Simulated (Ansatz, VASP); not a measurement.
**One calculation of CdTe, two programs**

```
Cd Te
1.0
     0.00000    3.30909    3.30909
     3.30909    0.00000    3.30909
     3.30909    3.30909    0.00000
Cd Te
1 1
Direct
  0.00000 0.00000 0.00000
  0.25000 0.25000 0.25000
```

Alike in both runs: task single point; functional r2SCAN; k mesh 10 × 10 × 10; occupations gaussian, width 0.05 eV; no spin polarisation.

|  | VASP | Ansatz |
| --- | --- | --- |
| version | VASP 6.6.1 | Ansatz 0.2.0 |
| potentials or method | VASP PAW PBE potentials, release 64 (Cd, Te), cutoff 520 eV | scalar-relativistic, plane waves, PAW |
| valence electrons in the cell | 18 | 36 |

VASP gave:

| Quantity | Value |
| --- | --- |
| gap on the k mesh at the Fermi level (eV) | 1.07 |
| least direct gap on the mesh (eV) | 1.07 |
| pressure (GPa) | -1.0 |

Q: Estimate Ansatz's values.

A: gap on the k mesh at the Fermi level (eV): 1.08; least direct gap on the mesh (eV): 1.08; pressure (GPa): -1.0.

VASP's potentials were made for PBE, not for r2SCAN. VASP's potentials hold 18 valence electrons a cell and Ansatz's 36, so a difference there can come from the potentials and not from the codes.

Neither program's run includes spin-orbit coupling.
